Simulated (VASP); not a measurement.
# Hf (Fm-3m) in VASP: single point with LDA

Aim: the single point of Hf with LDA.

Program: VASP 6.6.1. These are calculated values, not measurements. Logs are shortened: lines on timing, memory, paths and dates and some standing lists are left out, and cuts for length are marked.

## 1. The cell of the first run

It takes space group Fm-3m (No. 225, cubic). Conventional cell: a = 4.440 Å, b = 4.440 Å, c = 4.440 Å, α = 90.00°, β = 90.00°, γ = 90.00°. Hf (site symmetry m-3m) has 12 Hf at 3.14 Å within 4.1 Å.

## 2. Single point, LDA

Input file INCAR:

```
SYSTEM = Hf
ALGO = Normal
EDIFF = 1E-6
ENCUT = 500
GGA_COMPAT = .False.
ISIF = 2
ISMEAR = 0
LASPH = .True.
LCHARG = .False.
LREAL = .False.
LWAVE = .False.
NBANDS = 11
NELM = 120
PREC = Accurate
SIGMA = 0.1
```

Input file KPOINTS:

```
k-points
0
Gamma
  8 8 8
  0 0 0
```

Input file POSCAR:

```
Hf
1.0
    0.0000000000      2.2200000000      2.2200000000
    2.2200000000      0.0000000000      2.2200000000
    2.2200000000      2.2200000000      0.0000000000
Hf
1
Direct
    0.0000000000      0.0000000000      0.0000000000
```

Potentials or basis: VASP PAW LDA potentials, release 64 (Hf_pv).

Command:

```
> cat potpaw_LDA.64/Hf_pv/POTCAR > POTCAR
> mpirun -np 1 vasp_std > vasp.out
```

OUTCAR:

```text
SYSTEM = Hf
   EDIFF = 1E-6
   ENCUT = 500
   ISIF = 2
   ISMEAR = 0
   LASPH = .True.
   LREAL = .False.
   NELM = 120
   PREC = Accurate

 ion  position               nearest neighbor table
   1  0.000  0.000  0.000-

  LATTYP: Found a face centered cubic cell.
 ALAT       =     4.4400000000

  Lattice vectors:

 A1 = (   0.0000000000,   2.2200000000,   2.2200000000)
 A2 = (   2.2200000000,   0.0000000000,   2.2200000000)
 A3 = (   2.2200000000,   2.2200000000,   0.0000000000)

Analysis of symmetry for initial positions (statically):
=====================================================================
 Subroutine PRICEL returns:
 Original cell was already a primitive cell.

 Routine SETGRP: Setting up the symmetry group for a
 face centered cubic supercell.

 Subroutine GETGRP returns: Found 48 space group operations
 (whereof 48 operations were pure point group operations)
 out of a pool of 48 trial point group operations.

The static configuration has the point symmetry O_h .

Analysis of symmetry for dynamics (positions and initial velocities):
=====================================================================
 Subroutine PRICEL returns:
 Original cell was already a primitive cell.

 Routine SETGRP: Setting up the symmetry group for a
 face centered cubic supercell.

 Subroutine GETGRP returns: Found 48 space group operations
 (whereof 48 operations were pure point group operations)
 out of a pool of 48 trial point group operations.

The dynamic configuration has the point symmetry O_h .

 Subroutine INISYM returns: Found 48 space group operations
 (whereof 48 operations are pure point group operations),
 and found     1 'primitive' translations

----------------------------------------------------------------------------------------

                                     Primitive cell

  volume of cell :      21.8821

  direct lattice vectors                    reciprocal lattice vectors
     0.000000000  2.220000000  2.220000000    -0.225225225  0.225225225  0.225225225
     2.220000000  0.000000000  2.220000000     0.225225225 -0.225225225  0.225225225
     2.220000000  2.220000000  0.000000000     0.225225225  0.225225225 -0.225225225

  length of vectors
     3.139554108  3.139554108  3.139554108     0.390101533  0.390101533  0.390101533

  position of ions in fractional coordinates (direct lattice)
     0.000000000  0.000000000  0.000000000

  ion indices of the primitive-cell ions
   primitive index   ion index
                 1           1

----------------------------------------------------------------------------------------

 KPOINTS: k-points

Automatic generation of k-mesh.
 Grid dimensions read from file:
 generate k-points for:    8    8    8

 Generating k-lattice:

  Cartesian coordinates                     Fractional coordinates (reciprocal lattice)
    -0.028153153  0.028153153  0.028153153     0.125000000  0.000000000  0.000000000
     0.028153153 -0.028153153  0.028153153     0.000000000  0.125000000  0.000000000
     0.028153153  0.028153153 -0.028153153     0.000000000  0.000000000  0.125000000

  Length of vectors
     0.048762692  0.048762692  0.048762692

  Shift w.r.t. Gamma in fractional coordinates (k-lattice)
     0.000000000  0.000000000  0.000000000

 Subroutine IBZKPT returns following result:
 ===========================================

 Found     29 irreducible k-points:

 Following reciprocal coordinates:
            Coordinates               Weight
  0.000000  0.000000  0.000000      1.000000
  0.125000  0.000000  0.000000      8.000000
  0.250000  0.000000  0.000000      8.000000
  0.375000  0.000000  0.000000      8.000000
  0.500000  0.000000  0.000000      4.000000
  0.125000  0.125000  0.000000      6.000000
[... 16 lines left out ...]
  0.500000  0.250000  0.125000     48.000000
 -0.375000  0.250000  0.125000     24.000000
 [... further k-points ...]
   k-points           NKPTS =     29   k-points in BZ     NKDIM =     29   number of bands    NBANDS=     11
   number of dos      NEDOS =    301   number of ions     NIONS =      1
   total plane-waves  NPLWV =  13824
   dimension x,y,z NGX =    24 NGY =   24 NGZ =   24
   dimension x,y,z NGXF=    48 NGYF=   48 NGZF=   48
   ions per type =               1
   NGX,Y,Z   is equivalent  to a cutoff of  12.71, 12.71, 12.71 a.u.
   NGXF,Y,Z  is equivalent  to a cutoff of  25.42, 25.42, 25.42 a.u.
 SYSTEM =  Hf
   PREC   = accura    normal or accurate (medium, high low for compatibility)
   ISTART =      0    job   : 0-new  1-cont  2-samecut
   ICHARG =      2    charge: 1-file 2-atom 10-const
   ISPIN  =      1    spin polarized calculation?
   LNONCOLLINEAR =      F non collinear calculations
   LSORBIT =      F    spin-orbit coupling
   LASPH  =      T    aspherical Exc in radial PAW
   ENCUT  =  500.0 eV  36.75 Ry    6.06 a.u.   5.72  5.72  5.72*2*pi/ulx,y,z
   NELM   =    120;   NELMIN=  2; NELMDL= -5     # of ELM steps
   EDIFF  = 0.1E-05   stopping-criterion for ELM
   LREAL  =      F    real-space projection
   EDIFFG = 0.1E-04   stopping-criterion for IOM
   NSW    =      0    number of steps for IOM
   IBRION =     -1    ionic relax: 0-MD 1-quasi-New 2-CG
   NFREE  =      0    steps in history (QN), initial steepest desc. (CG)
   ISIF   =      2    stress and relaxation
   ISYM   =      2    0-nonsym 1-usesym 2-fastsym
   POTIM  = 0.5000    time-step for ionic-motion
   TEBEG  =    0.0;   TEEND  =   0.0 temperature during run
   PSTRESS=    0.0 pullay stress
   NELECT =      10.0000    total number of electrons
   NUPDOWN=      -1.0000    fix difference up-down
   EMIN   =  10.00;   EMAX   =-10.00  energy-range for DOS
   EFERMI =   0.00;   METHOD = LEGACY
   ISMEAR =     0;   SIGMA  =   0.10  broadening in eV -4-tet -1-fermi 0-gaus
   EFERMI_NEDOS =   21; number of points for ismear=-14 and -15
   IALGO  =     38    algorithm
   IMIX   =      4    mixing-type and parameters
     AMIX     =   0.40;   BMIX     =  1.00
     AMIX_MAG =   1.60;   BMIX_MAG =  1.00
  volume/ion in A,a.u.               =      21.88       147.67
  Fermi-wavevector in a.u.,A,eV,Ry     =   1.260991  2.382927 21.634588  1.590097
  Thomas-Fermi vector in A             =   2.394472
   LORBIT       =      0    0 simple, 1 ext, 2 COOP (PROOUT), +10 PAW based schemes
   GGA     = CA    functional components
   LHFCALC =     F    Hartree Fock is set to
   AEXX    =    0.0000 exact exchange contribution
   IVDW    =     0    specifies the selected vdW correction
   LEPSILON=     F    determine dielectric tensor
   LRPA    =     F    only Hartree local field effects (RPA)
 non-spin polarized calculation
 Gauss-broadening in eV      SIGMA  =   0.10
  energy-cutoff  :      500.00
  volume of cell :       21.88
 maximum number of plane-waves:       568
   NGX = 11   NGY = 11   NGZ = 11

 number of electron      10.0000000 magnetization

 Free energy of the ion-electron system (eV)
  ---------------------------------------------------
  ext. energy  EPLUGINS =         0.00000000
  ---------------------------------------------------
  free energy    TOTEN  =       -10.60193608 eV

  energy without entropy =      -10.59220562  energy(sigma->0) =      -10.59707085

 E-fermi :   4.7906     XC(G=0): -11.5726

 val. band max:        4.7762320731   @ k =  -0.3750   0.1250   0.0000
 cond. band min:       4.8168849219   @ k =   0.5000   0.2500   0.1250
 fundamental gap:      0.0406528489
 Fermi energy:         4.7905600446

 k-point     1 :       0.0000    0.0000    0.0000
  band No.  band energies     occupation
      1     -25.0074      2.00000
      2     -25.0074      2.00000
      3     -25.0074      2.00000
      4      -2.4496      2.00000
      5       6.1068      0.00000
      6       6.1068      0.00000
      7       6.1068      0.00000
      8       8.9390      0.00000
      9       8.9390      0.00000
     10      16.2620      0.00000
     11      16.9631      0.00000

 k-point     2 :       0.1250    0.0000    0.0000
  band No.  band energies     occupation
      1     -25.1466      2.00000
      2     -25.0250      2.00000
      3     -25.0250      2.00000
      4      -1.9000      2.00000
      5       5.6137      0.00000
      6       6.3441      0.00000
      7       6.3441      0.00000
      8       8.7089      0.00000
      9       8.7089      0.00000
     10      16.9618      0.00000
     11      17.3507      0.00000

 k-point     3 :       0.2500    0.0000    0.0000
  band No.  band energies     occupation
      1     -25.4702      2.00000
      2     -25.0672      2.00000
      3     -25.0672      2.00000
      4      -0.5270      2.00000
      5       4.8720      0.24944
      6       6.4672      0.00000
      7       6.4672      0.00000
      8       8.9450      0.00000
      9       8.9450      0.00000
     10      16.3220      0.00000
     11      16.9687      0.00000

 k-point     4 :       0.3750    0.0000    0.0000
  band No.  band energies     occupation
      1     -25.7778      2.00000
      2     -25.1089      2.00000
      3     -25.1089      2.00000
      4       0.7275      2.00000
      5       4.9904      0.00472
      6       6.0776      0.00000
      7       6.0776      0.00000
      8      10.2659      0.00000
      9      10.2659      0.00000
     10      14.9374      0.00000
     11      16.9556      0.00000

 k-point     5 :       0.5000    0.0000    0.0000
  band No.  band energies     occupation
      1     -25.9010      2.00000
      2     -25.1261      2.00000
      3     -25.1261      2.00000
      4       1.0735      2.00000
      5       5.5805      0.00000
      6       5.8747      0.00000
      7       5.8747      0.00000
      8      11.1387      0.00000
      9      11.1387      0.00000
     10      14.3589      0.00000
     11      15.8902      0.00000

 k-point     6 :       0.1250    0.1250    0.0000
  band No.  band energies     occupation
      1     -25.1433      2.00000
      2     -25.0554      2.00000
      3     -25.0554      2.00000
      4      -1.7157      2.00000
      5       5.3325      0.00000
      6       6.5501      0.00000
      7       6.5501      0.00000
      8       7.9369      0.00000
      9       9.2065      0.00000
     10      16.9623      0.00000
     11      17.8374      0.00000

 k-point     7 :       0.2500    0.1250    0.0000
  band No.  band energies     occupation
      1     -25.3828      2.00000
      2     -25.1064      2.00000
      3     -25.0931      2.00000
      4      -0.5918      2.00000
      5       4.6389      1.96806
      6       6.4457      0.00000
      7       6.9199      0.00000
      8       7.8978      0.00000
      9       9.5552      0.00000
     10      16.9585      0.00000
     11      17.9443      0.00000

 k-point     8 :       0.3750    0.1250    0.0000
  band No.  band energies     occupation
      1     -25.6767      2.00000
      2     -25.1521      2.00000
      3     -25.1480      2.00000
      4       0.8460      2.00000
      5       4.3939      2.00000
      6       5.6695      0.00000
      7       6.7026      0.00000
      8       9.4939      0.00000
      9      10.6045      0.00000
     10      15.9735      0.00000
     11      16.9727      0.00000
[... 141 lines left out ...]
 k-point    19 :       0.5000    0.3750    0.0000
  band No.  band energies     occupation
      1     -25.7871      2.00000
      2     -25.3706      2.00000
      3     -25.2995      2.00000
      4       1.7546      2.00000
      5       2.8596      2.00000
      6       6.4358      0.00000
      7       9.7717      0.00000
      8      11.5114      0.00000
      9      11.9326      0.00000
     10      13.9862      0.00000
     11      16.7434      0.00000

 k-point    20 :      -0.3750    0.3750    0.0000
  band No.  band energies     occupation
      1     -25.7022      2.00000
      2     -25.5257      2.00000
      3     -25.2616      2.00000
      4       2.4635      2.00000
      5       3.3155      2.00000
      6       5.7044      0.00000
      7       8.7638      0.00000
      8      10.7606      0.00000
      9      11.5461      0.00000
     10      14.8008      0.00000
     11      16.9333      0.00000

 k-point    21 :       0.5000    0.5000    0.0000
  band No.  band energies     occupation
      1     -25.8442      2.00000
      2     -25.3286      2.00000
      3     -25.3286      2.00000
      4       1.4232      2.00000
      5       2.5324      2.00000
      6       7.5436      0.00000
      7      11.1338      0.00000
      8      11.7956      0.00000
      9      11.7956      0.00000
     10      14.9266      0.00000
     11      14.9266      0.00000

 k-point    22 :       0.3750    0.2500    0.1250
  band No.  band energies     occupation
      1     -25.5460      2.00000
      2     -25.2335      2.00000
      3     -25.1226      2.00000
      4       0.6431      2.00000
      5       4.1246      2.00000
      6       5.5712      0.00000
      7       7.7590      0.00000
      8       7.9630      0.00000
      9      10.6838      0.00000
     10      16.9493      0.00000
     11      17.7766      0.00000

 k-point    23 :       0.5000    0.2500    0.1250
  band No.  band energies     occupation
      1     -25.7097      2.00000
      2     -25.3325      2.00000
      3     -25.1737      2.00000
      4       1.9944      2.00000
      5       4.0754      2.00000
      6       4.8169      0.70968
      7       7.3551      0.00000
      8       9.5878      0.00000
      9      12.0472      0.00000
     10      15.2030      0.00000
     11      16.9739      0.00000

 k-point    24 :      -0.3750    0.2500    0.1250
  band No.  band energies     occupation
      1     -25.7792      2.00000
      2     -25.3637      2.00000
      3     -25.2013      2.00000
      4       2.4639      2.00000
      5       3.9149      2.00000
      6       5.1865      0.00000
      7       7.0899      0.00000
      8      10.5212      0.00000
      9      12.7270      0.00000
     10      13.3565      0.00000
     11      16.9697      0.00000

 [... further k-points ...]
[... 5 lines left out ...]
  --------------------------------------------------------------------------------------
  -------------------------------------------------------------------------------------
  Total       -0.8207036     -0.8207036     -0.8207036      0.0000000      0.0000000      0.0000000
  in kB      -60.0908042    -60.0908042    -60.0908042      0.0000000      0.0000000      0.0000000
  external PRESSURE =     -60.0908042 kB  Pullay stress =       0.0000000 kB

 VOLUME and BASIS-vectors are now :
 -----------------------------------------------------------------------------
  energy-cutoff  :      500.00
  volume of cell :       21.88
      direct lattice vectors                 reciprocal lattice vectors
     0.000000000  2.220000000  2.220000000    -0.225225225  0.225225225  0.225225225
     2.220000000  0.000000000  2.220000000     0.225225225 -0.225225225  0.225225225
     2.220000000  2.220000000  0.000000000     0.225225225  0.225225225 -0.225225225

 POSITION                                       TOTAL-FORCE (eV/Angst)
 -----------------------------------------------------------------------------------
      0.00000      0.00000      0.00000         0.000000      0.000000     -0.000000
 -----------------------------------------------------------------------------------
    total drift:                                0.000000     -0.000000     -0.000000

  FREE ENERGIE OF THE ION-ELECTRON SYSTEM (eV)
  ---------------------------------------------------
  free  energy   TOTEN  =       -10.6019360782 eV

  energy  without entropy=      -10.5922056243  energy(sigma->0) =      -10.59707085
```

Wall time 3.9 s (1 thread of Intel Xeon 6975P-C, shared host); peak memory 0.13 GiB.

What came out:

- Free energy: -10.6019 eV
- Pressure: -6.0 GPa
- Band gap on the k mesh: zero (band 5 reaches 6.11 eV, above the bottom of band 6 at 4.38 eV)

Caveat: spin-orbit coupling is left out, which moves the levels of the heavy elements.
